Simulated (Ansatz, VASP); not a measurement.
# Cu3N: VASP beside Ansatz

Contents of INCAR:

```
SYSTEM = Cu3N
PREC = Accurate
ENCUT = 600
EDIFF = 1E-6
ISMEAR = -1
SIGMA = 0.02
LREAL = .FALSE.
LASPH = .TRUE.
NELM = 120
ALGO = Normal
ISIF = 2
LWAVE = .FALSE.
LCHARG = .FALSE.
GGA = PE
NBANDS = 27
GGA_COMPAT = .FALSE.
```

The input KPOINTS:

```
regular mesh
0
G
  6 6 6
  0 0 0
```

File POSCAR:

```
Cu3N
1.0
    3.7901647659      0.0000000000      0.0000000000
    0.0000000000      3.7901647659      0.0000000000
    0.0000000000      0.0000000000      3.7901647659
Cu N
3 1
Direct
    0.5000000000      0.0000000000      0.0000000000
    0.0000000000      0.5000000000      0.0000000000
    0.0000000000      0.0000000000      0.5000000000
    0.0000000000      0.0000000000      0.0000000000
```

Input for Ansatz:

```yaml
crystal:
  lattice:
    - [3.7901647659, 0.0, 0.0]
    - [0.0, 3.7901647659, 0.0]
    - [0.0, 0.0, 3.7901647659]
  atoms:
    - { symbol: Cu, position: [0.5, 0.0, 0.0] }
    - { symbol: Cu, position: [0.0, 0.5, 0.0] }
    - { symbol: Cu, position: [0.0, 0.0, 0.5] }
    - { symbol: "N", position: [0.0, 0.0, 0.0] }
kpoints:
  mp_grid: { grid: [6, 6, 6] }
hamiltonian:
  xc: pbe
scf:
  occupations: { method: fermi_dirac, width: 0.02 }
  n_extra_bands: 5
output:
  forces: true
  stress: true
  eigenvalues: true
```

Alike in both runs: task single point; functional PBE; k mesh 6 × 6 × 6; occupations fermi-dirac, width 0.02 eV; no spin polarisation.

|  | VASP | Ansatz |
| --- | --- | --- |
| version | VASP 6.6.1 | Ansatz 0.2.0 |
| potentials or method | VASP PAW PBE potentials, release 64 (Cu, N) | plane waves, PAW |
| plane-wave cutoff (eV) | 600 | 420 |
| valence electrons in the cell | 38 | 62 |

```csv
,VASP,Ansatz,Ansatz less VASP
pressure (GPa),4.6,3.8,-0.78
```

VASP's potentials hold 38 valence electrons a cell and Ansatz's 62, so a difference there can come from the potentials and not from the codes.
